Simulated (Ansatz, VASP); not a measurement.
**Two plane-wave programs on BN**

```
B N
1.0
     2.50245    0.00000    0.00000
    -1.25123    2.16719    0.00000
     0.00000    0.00000    4.21010
B N
2 2
Cartesian
  0.0000 1.4448 0.0003
  1.2512 0.7224 2.1054
  0.0000 1.4448 1.5743
  1.2512 0.7224 3.6793
```

Change from the starting cell: strained cell.

Alike in both runs: task relaxation of the atoms; functional PBEsol; k mesh 9 × 9 × 6; occupations gaussian, width 0.02 eV; no spin polarisation.

|  | VASP | Ansatz |
| --- | --- | --- |
| version | VASP 6.6.1 | Ansatz 0.2.0 |
| potentials or method | VASP PAW PBE potentials, release 64 (B, N), cutoff 520 eV | scalar-relativistic, plane waves, PAW |
| valence electrons in the cell | 16 | 16 |

|  | VASP | Ansatz | Ansatz less VASP |
| --- | --- | --- | --- |
| gap on the k mesh at the Fermi level, each at its own relaxed structure (eV) | 4.78 | 4.80 | +0.019 |

VASP's potentials were made for PBE, not for PBEsol, and Ansatz warns of the same on its side. Ansatz's warnings: stress scf threshold loose.
